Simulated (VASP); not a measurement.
The system is InGa3P4.

```xyz
8
Lattice="5.3235 0.0000 0.0000 0.0000 5.3235 0.0000 0.0000 0.0000 5.3235" Properties=species:S:1:pos:R:3 pbc="T T T"
Ga    2.6617    0.0000    0.0000
Ga    0.0000    2.6617    0.0000
Ga    0.0000    0.0000    2.6617
P     3.9926    1.3309    1.3309
P     1.3309    3.9926    1.3309
P     1.3309    1.3309    3.9926
P     3.9926    3.9926    3.9926
In    2.6617    2.6617    2.6617
```

- Program: VASP 6.6.1
- Task: relaxation of cell and atoms
- Functional: PBE
- Potentials or basis: VASP PAW PBE potentials, release 64 (Ga_d, P, In_d)
- Cutoff: 600 eV
- k mesh: 4 × 4 × 4
- Occupations: fermi-dirac, width 0.02 eV
- Spin: no spin polarisation

At the start: pressure 17.8 GPa; volume 18.86 Å³/atom.

Task: Where does the relaxation end?

Result: Over 9 steps the energy falls by 204.6 meV/atom and the volume is 22.19 Å³/atom (+17.6 %); space group P-43m (No. 215, to 0.1 Å) before and after.

Step by step:
```tsv
step	energy change (eV)	largest force (eV/Å)	pressure (GPa)	volume (Å³)
1	0.0000	2.2471	17.78	150.86
2	-1.0595	0.2799	-6.72	201.31
3	-1.6158	0.3388	-0.65	179.41
4	-1.6159	0.3627	-0.42	178.81
5	-1.6339	0.1439	0.00	177.54
6	-1.6362	0.0169	0.28	176.80
7	-1.6363	0.0308	0.26	176.88
8	-1.6368	0.0110	-0.08	177.71
9	-1.6369	0.0003	-0.01	177.49
```

Final structure:
```
Ga P In
1.0
     5.61982    0.00000    0.00000
     0.00000    5.61982    0.00000
     0.00000    0.00000    5.61982
Ga P In
3 4 1
Direct
  0.50000 0.00000 0.00000
  0.00000 0.50000 0.00000
  0.00000 0.00000 0.50000
  0.75997 0.24003 0.24003
  0.24003 0.75997 0.24003
  0.24003 0.24003 0.75997
  0.75997 0.75997 0.75997
  0.50000 0.50000 0.50000
```

Caveat: the volume moved by over 15 % at a fixed basis, so the end points are rough.
